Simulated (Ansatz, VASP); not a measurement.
## BH2: VASP beside Ansatz

```
CELL_PARAMETERS angstrom
15.00000 0.00000 0.00000
0.00000 15.50000 0.00000
0.00000 0.00000 16.00000
ATOMIC_POSITIONS crystal
B 0.49954 0.49948 0.47883
H 0.57241 0.50140 0.50917
H 0.42805 0.49912 0.51200
```

Alike in both runs: functional PBE; k mesh 1 × 1 × 1; occupations gaussian, width 0.005 eV; collinear spin.

Ansatz relaxed the structure, and its values are those at the end. VASP's run is a single point on that final structure, the one shown.

```csv
,VASP,Ansatz
version,VASP 6.6.1,Ansatz 0.2.0
potentials or method,"VASP PAW PBE potentials, release 64 (B, H), cutoff 520 eV","scalar-relativistic, plane waves, PAW"
valence electrons in the cell,5,5
```

```tsv
	VASP	Ansatz	Ansatz less VASP
gap on the k mesh at the Fermi level (eV)	1.47	1.45	-0.014
rms of the force components (eV/Å)	0.003	0.001	-0.0026
net moment per atom (μB)	0.33	0.33	0.000
size of the moment on the site where the two differ most (μB)	0.41	0.11	-0.304
```

Site moments also hang on the region over which each program counts them.
